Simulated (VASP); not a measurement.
# Cu3O2 (I4/mmm) in VASP: a series of runs

Cu3O2 is run at these levels: LDA; tasks: single point.

Everything below comes from runs of VASP 6.6.1. Logs are shortened: lines on timing, memory, paths and dates and some standing lists are left out, and cuts for length are marked.

## 1. The cell of the first run

It takes space group I4/mmm (No. 139, tetragonal). Conventional cell: a = 3.832 Å, b = 3.832 Å, c = 7.368 Å, α = 90.00°, β = 90.00°, γ = 90.00°. Within 2.4 Å of Cu (site symmetry -4m2) lie 2 O at 1.84 Å. Cu (site symmetry 4/mmm) has 4 O at 1.92 Å within 2.5 Å. O (site symmetry mmm) has 4 Cu at 1.84 to 1.92 Å within 2.4 Å.

## 2. Single point, LDA

The input, INCAR:

```
  ALGO = Normal
  EDIFF = 1E-6
  ENCUT = 520
  ISIF = 2
  ISMEAR = 0
  LASPH = T
  LCHARG = F
  LREAL = F
  LWAVE = F
  NBANDS = 30
  NELM = 100
  PREC = Accurate
  SIGMA = 0.15
```

The input, KPOINTS:

```
k-points
0
Gamma
  14 14 14
```

The input, POSCAR:

```
Cu3O2
1.0
   -1.9159000000      1.9159000000      3.6842000000
    1.9159000000     -1.9159000000      3.6842000000
    1.9159000000      1.9159000000     -3.6842000000
Cu O
3 2
Direct
    0.2500000000      0.7500000000      0.5000000000
    0.7500000000      0.2500000000      0.5000000000
    0.0000000000      0.0000000000      0.0000000000
    0.0000000000      0.5000000000      0.5000000000
    0.5000000000      0.0000000000      0.5000000000
```

Potentials or basis: VASP PAW LDA potentials, release 64 (Cu, O).

Run with:

```console
$ cat potpaw_LDA.64/Cu/POTCAR potpaw_LDA.64/O/POTCAR > POTCAR
$ mpirun -np 1 vasp_std > vasp.out
```

OUTCAR:

```text
EDIFF = 1E-6
   ENCUT = 520
   ISIF = 2
   ISMEAR = 0
   LASPH = T
   LREAL = F
   NELM = 100
   PREC = Accurate

 ion  position               nearest neighbor table
   1  0.250  0.750  0.500-   4 1.84   5 1.84   3 2.66   3 2.66   3 2.66   3 2.66   2 2.71   2 2.71
                             2 2.71   2 2.71
   2  0.750  0.250  0.500-   4 1.84   5 1.84   3 2.66   3 2.66   3 2.66   3 2.66   1 2.71   1 2.71
                             1 2.71   1 2.71
   3  0.000  0.000  0.000-   4 1.92   5 1.92   4 1.92   5 1.92   2 2.66   1 2.66   1 2.66   2 2.66
                             2 2.66   1 2.66   1 2.66   2 2.66
   4  0.000  0.500  0.500-   1 1.84   2 1.84   3 1.92   3 1.92
   5  0.500  0.000  0.500-   1 1.84   2 1.84   3 1.92   3 1.92

  LATTYP: Found a body centered tetragonal cell.
 ALAT       =     3.8318000000
 C/A-ratio  =     1.9229604885

  Lattice vectors:

 A1 = (  -1.9159000000,   1.9159000000,   3.6842000000)
 A2 = (   1.9159000000,  -1.9159000000,   3.6842000000)
 A3 = (   1.9159000000,   1.9159000000,  -3.6842000000)

Analysis of symmetry for initial positions (statically):
=====================================================================
 Subroutine PRICEL returns:
 Original cell was already a primitive cell.

 Routine SETGRP: Setting up the symmetry group for a
 body centered tetragonal supercell.

 Subroutine GETGRP returns: Found 16 space group operations
 (whereof 16 operations were pure point group operations)
 out of a pool of 16 trial point group operations.

The static configuration has the point symmetry D_4h.

Analysis of symmetry for dynamics (positions and initial velocities):
=====================================================================
 Subroutine PRICEL returns:
 Original cell was already a primitive cell.

 Routine SETGRP: Setting up the symmetry group for a
 body centered tetragonal supercell.

 Subroutine GETGRP returns: Found 16 space group operations
 (whereof 16 operations were pure point group operations)
 out of a pool of 16 trial point group operations.

The dynamic configuration has the point symmetry D_4h.

 Subroutine INISYM returns: Found 16 space group operations
 (whereof 16 operations are pure point group operations),
 and found     1 'primitive' translations

----------------------------------------------------------------------------------------

                                     Primitive cell

  volume of cell :      54.0940

  direct lattice vectors                    reciprocal lattice vectors
    -1.915900000  1.915900000  3.684200000     0.000000000  0.260973955  0.135714673
     1.915900000 -1.915900000  3.684200000     0.260973955  0.000000000  0.135714673
     1.915900000  1.915900000 -3.684200000     0.260973955  0.260973955  0.000000000

  length of vectors
     4.573256527  4.573256527  4.573256527     0.294152813  0.294152813  0.369072906

  position of ions in fractional coordinates (direct lattice)
     0.250000000  0.750000000  0.500000000
     0.750000000  0.250000000  0.500000000
     0.000000000  0.000000000  0.000000000
     0.000000000  0.500000000  0.500000000
     0.500000000  0.000000000  0.500000000

  ion indices of the primitive-cell ions
   primitive index   ion index
                 1           1
                 2           2
                 3           3
                 4           4
                 5           5

----------------------------------------------------------------------------------------

 KPOINTS: k-points

Automatic generation of k-mesh.
 Grid dimensions read from file:
 generate k-points for:   14   14   14

 Generating k-lattice:

  Cartesian coordinates                     Fractional coordinates (reciprocal lattice)
     0.000000000  0.018640997  0.009693905     0.071428571  0.000000000 -0.000000000
     0.018640997  0.000000000  0.009693905     0.000000000  0.071428571 -0.000000000
     0.018640997  0.018640997  0.000000000     0.000000000  0.000000000  0.071428571

  Length of vectors
     0.021010915  0.021010915  0.026362350

  Shift w.r.t. Gamma in fractional coordinates (k-lattice)
     0.000000000  0.000000000  0.000000000

 Subroutine IBZKPT returns following result:
 ===========================================

 Found    244 irreducible k-points:

 Following reciprocal coordinates:
            Coordinates               Weight
  0.000000  0.000000  0.000000      1.000000
  0.071429  0.000000  0.000000      8.000000
  0.142857 -0.000000  0.000000      8.000000
  0.214286 -0.000000  0.000000      8.000000
  0.285714  0.000000  0.000000      8.000000
  0.357143  0.000000 -0.000000      8.000000
[... 16 lines left out ...]
  0.214286  0.142857  0.000000     16.000000
  0.285714  0.142857  0.000000     16.000000
 [... further k-points ...]
   k-points           NKPTS =    244   k-points in BZ     NKDIM =    244   number of bands    NBANDS=     30
   number of dos      NEDOS =    301   number of ions     NIONS =      5
   total plane-waves  NPLWV =  46656
   dimension x,y,z NGX =    36 NGY =   36 NGZ =   36
   dimension x,y,z NGXF=    72 NGYF=   72 NGZF=   72
   ions per type =               3   2
   NGX,Y,Z   is equivalent  to a cutoff of  13.09, 13.09, 13.09 a.u.
   NGXF,Y,Z  is equivalent  to a cutoff of  26.17, 26.17, 26.17 a.u.
 SYSTEM =  unknown system
   PREC   = accura    normal or accurate (medium, high low for compatibility)
   ISTART =      0    job   : 0-new  1-cont  2-samecut
   ICHARG =      2    charge: 1-file 2-atom 10-const
   ISPIN  =      1    spin polarized calculation?
   LNONCOLLINEAR =      F non collinear calculations
   LSORBIT =      F    spin-orbit coupling
   LASPH  =      T    aspherical Exc in radial PAW
   ENCUT  =  520.0 eV  38.22 Ry    6.18 a.u.   8.50  8.50  8.50*2*pi/ulx,y,z
   NELM   =    100;   NELMIN=  2; NELMDL= -5     # of ELM steps
   EDIFF  = 0.1E-05   stopping-criterion for ELM
   LREAL  =      F    real-space projection
   EDIFFG = 0.1E-04   stopping-criterion for IOM
   NSW    =      0    number of steps for IOM
   IBRION =     -1    ionic relax: 0-MD 1-quasi-New 2-CG
   NFREE  =      0    steps in history (QN), initial steepest desc. (CG)
   ISIF   =      2    stress and relaxation
   ISYM   =      2    0-nonsym 1-usesym 2-fastsym
   POTIM  = 0.5000    time-step for ionic-motion
   TEBEG  =    0.0;   TEEND  =   0.0 temperature during run
   PSTRESS=    0.0 pullay stress
   NELECT =      45.0000    total number of electrons
   NUPDOWN=      -1.0000    fix difference up-down
   EMIN   =  10.00;   EMAX   =-10.00  energy-range for DOS
   EFERMI =   0.00;   METHOD = LEGACY
   ISMEAR =     0;   SIGMA  =   0.15  broadening in eV -4-tet -1-fermi 0-gaus
   EFERMI_NEDOS =   21; number of points for ismear=-14 and -15
   IALGO  =     38    algorithm
   IMIX   =      4    mixing-type and parameters
     AMIX     =   0.40;   BMIX     =  1.00
     AMIX_MAG =   1.60;   BMIX_MAG =  1.00
  volume/ion in A,a.u.               =      10.82        73.01
  Fermi-wavevector in a.u.,A,eV,Ry     =   1.539676  2.909566 32.254007  2.370603
  Thomas-Fermi vector in A             =   2.645871
   LORBIT       =      0    0 simple, 1 ext, 2 COOP (PROOUT), +10 PAW based schemes
   GGA     = CA    functional components
   LHFCALC =     F    Hartree Fock is set to
   AEXX    =    0.0000 exact exchange contribution
   IVDW    =     0    specifies the selected vdW correction
   LEPSILON=     F    determine dielectric tensor
   LRPA    =     F    only Hartree local field effects (RPA)
 non-spin polarized calculation
 Gauss-broadening in eV      SIGMA  =   0.15
  energy-cutoff  :      520.00
  volume of cell :       54.09
 maximum number of plane-waves:      1474
 NGX is ok and might be reduce to    36

 number of electron      45.0000008 magnetization

 Free energy of the ion-electron system (eV)
  ---------------------------------------------------
  ext. energy  EPLUGINS =         0.00000000
  ---------------------------------------------------
  free energy    TOTEN  =       -27.18129655 eV

  energy without entropy =      -27.16363092  energy(sigma->0) =      -27.17246373

 E-fermi :   5.3416     XC(G=0): -12.2723

 val. band max:        5.3398243862   @ k =  -0.1429  -0.2143   0.1429
 cond. band min:       5.3432893774   @ k =  -0.2143  -0.4286   0.0714
 fundamental gap:      0.0034649913
 Fermi energy:         5.3415849845

 k-point     1 :       0.0000    0.0000    0.0000
  band No.  band energies     occupation
      1     -14.2070      2.00000
      2     -12.5942      2.00000
      3      -1.4918      2.00000
      4      -0.8214      2.00000
      5      -0.8214      2.00000
      6      -0.3065      2.00000
[... 22 lines left out ...]
     29      16.1302      0.00000
     30      16.5491      0.00000

 k-point     2 :       0.0714    0.0000    0.0000
  band No.  band energies     occupation
      1     -14.1829      2.00000
      2     -12.6081      2.00000
      3      -1.4919      2.00000
      4      -0.8828      2.00000
      5      -0.8002      2.00000
      6      -0.3934      2.00000
[... 22 lines left out ...]
     29      15.9787      0.00000
     30      16.8889      0.00000

 k-point     3 :       0.1429   -0.0000    0.0000
  band No.  band energies     occupation
      1     -14.1121      2.00000
      2     -12.6503      2.00000
      3      -1.4920      2.00000
      4      -1.0528      2.00000
      5      -0.7373      2.00000
      6      -0.5526      2.00000
[... 22 lines left out ...]
     29      15.9809      0.00000
     30      17.4413      0.00000

 k-point     4 :       0.2143   -0.0000    0.0000
  band No.  band energies     occupation
      1     -13.9997      2.00000
      2     -12.7212      2.00000
      3      -1.4919      2.00000
      4      -1.2931      2.00000
      5      -0.7220      2.00000
      6      -0.6349      2.00000
[... 22 lines left out ...]
     29      16.2425      0.00000
     30      17.7164      0.00000

 k-point     5 :       0.2857    0.0000    0.0000
  band No.  band energies     occupation
      1     -13.8541      2.00000
      2     -12.8205      2.00000
      3      -1.5550      2.00000
      4      -1.4882      2.00000
      5      -0.8767      2.00000
      6      -0.4974      2.00000
[... 22 lines left out ...]
     29      16.4054      0.00000
     30      16.7720      0.00000
[... 526 lines left out ...]
     29      16.3383      0.00000
     30      16.6705      0.00000

 k-point    22 :       0.1429    0.1429    0.0000
  band No.  band energies     occupation
      1     -13.9878      2.00000
      2     -12.7331      2.00000
      3      -1.3142      2.00000
      4      -1.1452      2.00000
      5      -1.0071      2.00000
      6      -0.7693      2.00000
[... 22 lines left out ...]
     29      16.2312      0.00000
     30      17.2678      0.00000

 k-point    23 :       0.2143    0.1429    0.0000
  band No.  band energies     occupation
      1     -13.8663      2.00000
      2     -12.8087      2.00000
      3      -1.3514      2.00000
      4      -1.2650      2.00000
      5      -1.1872      2.00000
      6      -0.7360      2.00000
[... 22 lines left out ...]
     29      16.1079      0.00000
     30      17.2491      0.00000

 k-point    24 :       0.2857    0.1429    0.0000
  band No.  band energies     occupation
      1     -13.7164      2.00000
      2     -12.9070      2.00000
      3      -1.6093      2.00000
      4      -1.4363      2.00000
      5      -1.1188      2.00000
      6      -0.6619      2.00000
[... 22 lines left out ...]
     29      15.7546      0.00000
     30      17.2252      0.00000

 [... further k-points ...]
[... 5 lines left out ...]
  --------------------------------------------------------------------------------------
  -------------------------------------------------------------------------------------
  Total        1.3953455      1.3953455     -2.9721958      0.0000000      0.0000000      0.0000000
  in kB       41.3279133     41.3279133    -88.0317083      0.0000000      0.0000000      0.0000000
  external PRESSURE =      -1.7919606 kB  Pullay stress =       0.0000000 kB

 VOLUME and BASIS-vectors are now :
 -----------------------------------------------------------------------------
  energy-cutoff  :      520.00
  volume of cell :       54.09
      direct lattice vectors                 reciprocal lattice vectors
    -1.915900000  1.915900000  3.684200000     0.000000000  0.260973955  0.135714673
     1.915900000 -1.915900000  3.684200000     0.260973955  0.000000000  0.135714673
     1.915900000  1.915900000 -3.684200000     0.260973955  0.260973955  0.000000000

 POSITION                                       TOTAL-FORCE (eV/Angst)
 -----------------------------------------------------------------------------------
      1.91590     -0.00000      1.84210         0.000000     -0.000000     -0.000000
     -0.00000      1.91590      1.84210         0.000000      0.000000     -0.000000
      0.00000      0.00000      0.00000        -0.000000      0.000000      0.000000
      1.91590      0.00000      0.00000        -0.000000      0.000000      0.000000
      0.00000      1.91590      0.00000        -0.000000      0.000000      0.000000
 -----------------------------------------------------------------------------------
    total drift:                               -0.000000      0.000000      0.000000

  FREE ENERGIE OF THE ION-ELECTRON SYSTEM (eV)
  ---------------------------------------------------
  free  energy   TOTEN  =       -27.1812965508 eV

  energy  without entropy=      -27.1636309181  energy(sigma->0) =      -27.17246373
```

Run time: 16 min. Hardware: 1 thread of Intel Xeon 8259CL, shared host; peak memory 0.41 GiB.

Results:

```
Free energy            : -27.1813 eV
Pressure               : -0.2 GPa
Band gap on the k mesh : zero (an odd number of electrons rules out a gap without spin polarisation)
```

Caveat: the stress differs along the axes, from -9 to 4 GPa; an odd number of electrons without spin polarisation forces a metal; a magnetic or distorted state may lie lower.

## 3. Single point, LDA

This run uses another cell than the first one, of the same volume but with other edges.

The input, INCAR:

```
PREC = Accurate
ENCUT = 520
EDIFF = 1E-7
ISMEAR = 0
SIGMA = 0.15
LREAL = False
LASPH = True
NELM = 80
ALGO = Normal
ISIF = 2
LWAVE = False
LCHARG = True
LELF = True
LVHAR = True
NBANDS = 30
```

The input, KPOINTS:

```
regular mesh
0
Gamma
  14 14 14
```

POSCAR, as its differences from that of step 2:

```diff
@@ -2,5 +2,5 @@
 1.0
-   -1.9159000000      1.9159000000      3.6842000000
-    1.9159000000     -1.9159000000      3.6842000000
-    1.9159000000      1.9159000000     -3.6842000000
+   -1.9941000000      1.9941000000      3.3971000000
+    1.9941000000     -1.9941000000      3.3971000000
+    1.9941000000      1.9941000000     -3.3971000000
 Cu O
```

Potentials or basis: VASP PAW LDA potentials, release 64 (Cu, O).

Run with:

```console
$ cat potpaw_LDA.64/Cu/POTCAR potpaw_LDA.64/O/POTCAR > POTCAR
$ mpirun -np 1 vasp_std > vasp.out
```

Wall time 17 min (1 thread of Intel Xeon 8259CL, shared host); peak memory 0.41 GiB.

The run converged. Its results:

```yaml
Free_energy: -26.8570 eV
Pressure: 15.2 GPa
Band_gap_on_the_k_mesh: zero (an odd number of electrons rules out a gap without spin polarisation)
```

Stress tensor (GPa, compression positive):
```
 1.21  0.00  0.00
 0.00  1.21  0.00
 0.00  0.00 43.05
```

Levels at points of the mesh, in eV from the Fermi level:
| k point | band 20 | band 21 | band 22 | band 23 | band 24 | band 25 | band 26 | band 27 |
| --- | --- | --- | --- | --- | --- | --- | --- | --- |
| (0.00, 0.00, 0.00) | -1.92 | -0.76 | -0.76 | 0.42 | 1.16 | 5.15 | 5.15 | 7.30 |
| (0.50, 0.00, 0.00) | -1.49 | -1.06 | -0.72 | -0.19 | 3.38 | 3.77 | 8.11 | 8.73 |
| (0.50, 0.50, 0.00) | -0.67 | -0.45 | -0.29 | 0.19 | 1.17 | 3.82 | 4.40 | 8.91 |
| (0.50, 0.50, 0.50) | -1.93 | -1.37 | -0.24 | -0.24 | 3.42 | 5.64 | 6.52 | 6.52 |

Caveat: the stress differs along the axes, from 1 to 43 GPa; an odd number of electrons without spin polarisation forces a metal; a magnetic or distorted state may lie lower. With open d or f shells a metallic result of LDA can be an artefact of self-interaction; +U or a hybrid may open a gap.

(Part 1 of 2 ends here.)
